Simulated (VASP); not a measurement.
Here is a VASP 6.6.1 calculation.

Contents of INCAR:

```
PREC = Accurate ; ENCUT = 520
EDIFF = 1E-7 ; ISMEAR = 0
SIGMA = 0.1 ; LREAL = False
LASPH = True ; NELM = 100
ALGO = Normal ; ISIF = 2
LWAVE = False ; LCHARG = False
GGA = PE ; NBANDS = 28
```

The input KPOINTS:

```
Automatic mesh
0
Gamma
  8 8 8
```

POSCAR

```
HOsPt3
1.0
    4.8235247917      0.0000000000      0.0000000000
    0.0000000000      4.8235247917      0.0000000000
    0.0000000000      0.0000000000      4.8235247917
H Os Pt
1 1 3
Direct
    0.0000000000      0.0000000000      0.0000000000
    0.5000000000      0.5000000000      0.5000000000
    0.5000000000      0.5000000000      0.0000000000
    0.0000000000      0.5000000000      0.5000000000
    0.5000000000      0.0000000000      0.5000000000
```

Potentials or basis: VASP PAW PBE potentials, release 64 (H, Os, Pt).

The run is started by

```console
$ cat potpaw_PBE.64/H/POTCAR potpaw_PBE.64/Os/POTCAR potpaw_PBE.64/Pt/POTCAR > POTCAR
$ mpirun -np 1 vasp_std > vasp.out
```

Question: Predict the pressure.

Answer: -0.3 GPa.
